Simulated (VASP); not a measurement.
Here is a VASP 6.6.1 calculation.

File INCAR:

```
SYSTEM = KBr
  PREC = Accurate
  ENCUT = 520
  EDIFF = 1E-7
  ISMEAR = 0
  SIGMA = 0.05
  LREAL = .FALSE.
  LASPH = .TRUE.
  NELM = 80
  ALGO = Normal
  ISIF = 2
  LWAVE = .FALSE.
  LCHARG = .TRUE.
  GGA = PE
  LELF = .TRUE.
  LVHAR = .TRUE.
  NBANDS = 15
```

KPOINTS

```
Automatic mesh
0
G
  6 6 6
  0 0 0
```

Contents of POSCAR:

```
KBr
1.0
    0.0000000000      3.3418875000      3.3418875000
    3.3418875000      0.0000000000      3.3418875000
    3.3418875000      3.3418875000      0.0000000000
K Br
1 1
Direct
    0.0000000000      0.0000000000      0.0000000000
    0.5000000000      0.5000000000      0.5000000000
```

Potentials or basis: VASP PAW PBE potentials, release 64 (K_sv, Br).

The run is started by

```console
$ cat potpaw_PBE.64/K_sv/POTCAR potpaw_PBE.64/Br/POTCAR > POTCAR
$ mpirun -np 1 vasp_std > vasp.out
```

Q: Estimate the band gap on the k mesh.

A: 4.33 eV, direct.

Q: What does it give for the pressure?

A: 0.2 GPa.

Caveat: the cell differs from its parent crystal (strain +0.015 along x and y, +0.015 along z).
